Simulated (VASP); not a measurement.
# Al: single point with PBEsol

Crystal: Al.

```
Al
1.0
     2.82708    0.00000    0.00000
    -1.41354    2.44832    0.00000
     0.00000    0.00000    9.18599
Al
4
Direct
  0.66667 0.33333 0.75000
  0.00000 0.00000 0.49891
  0.33333 0.66667 0.25000
  0.00000 0.00000 0.00000
```

```json
{
 "Program": "VASP 6.6.1",
 "Task": "single point",
 "Functional": "PBEsol",
 "Potentials or basis": "VASP PAW PBE potentials, release 64 (Al)",
 "Cutoff": "520 eV",
 "k mesh": "13 × 13 × 4",
 "Occupations": "gaussian, width 0.2 eV",
 "Spin": "no spin polarisation"
}
```

| Property | Result |
| --- | --- |
| Pressure | 1.8 GPa |
| Largest force | 0.059 eV/Å |
| Band gap on the k mesh | zero (band 6 reaches 12.31 eV, above the bottom of band 7 at 6.93 eV) |

Forces in eV/Å, atoms in the order of the input:
```
Al   0.000  0.000 -0.030
Al   0.000  0.000  0.059
Al   0.000  0.000 -0.031
Al   0.000  0.000  0.003
```

Stress tensor (GPa, compression positive):
```
1.56 0.00 0.00
0.00 1.56 0.00
0.00 0.00 2.31
```

Levels at points of the mesh, in eV from the Fermi level:
```csv
k point,band 3,band 4,band 5,band 6,band 7,band 8,band 9,band 10
"(0.00, 0.00, 0.00)",-9.61,-4.69,-4.34,3.62,3.64,10.88,10.88,11.04
"(0.00, 0.00, 0.50)",-7.49,-7.47,-0.80,-0.79,8.61,8.61,11.20,11.20
```

It took 24 s on 1 thread of Intel(R) Xeon(R) Platinum 8488C (Sapphire Rapids), on a shared host, peak memory 0.21 GiB.

Caveat: the PAW data sets were made with another functional, which shifts forces and pressure a little.
